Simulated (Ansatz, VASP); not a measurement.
**C: VASP beside Ansatz**

```
C
1.0
     2.49940    0.00000    0.00000
    -1.24970    2.16454    0.00000
     0.00000    0.00000    4.22300
C
4
Direct
  0.33333 0.66667 0.99974
  0.66667 0.33333 0.49974
  0.33333 0.66667 0.37426
  0.66667 0.33333 0.87426
```

Change from the starting cell: strained cell.

Alike in both runs: functional PBEsol; k mesh 9 × 9 × 6; occupations gaussian, width 0.02 eV; no spin polarisation.

Ansatz relaxed the structure, and its values are those at the end. VASP's run is a single point on that final structure, the one shown.

|  | VASP | Ansatz |
| --- | --- | --- |
| version | VASP 6.6.1 | Ansatz 0.2.0 |
| potentials or method | VASP PAW PBE potentials, release 64 (C), cutoff 520 eV | scalar-relativistic, plane waves, PAW |
| valence electrons in the cell | 16 | 16 |

```csv
,VASP,Ansatz,Ansatz less VASP
gap on the k mesh at the Fermi level (eV),3.09,3.11,+0.017
least direct gap on the mesh (eV),4.86,4.86,+0.002
pressure (GPa),-5.6,-6.7,-1.06
rms of the force components (eV/Å),0.006,0.000,-0.0064
```

VASP's potentials were made for PBE, not for PBEsol, and Ansatz warns of the same on its side. Ansatz's warnings: stress scf threshold loose.
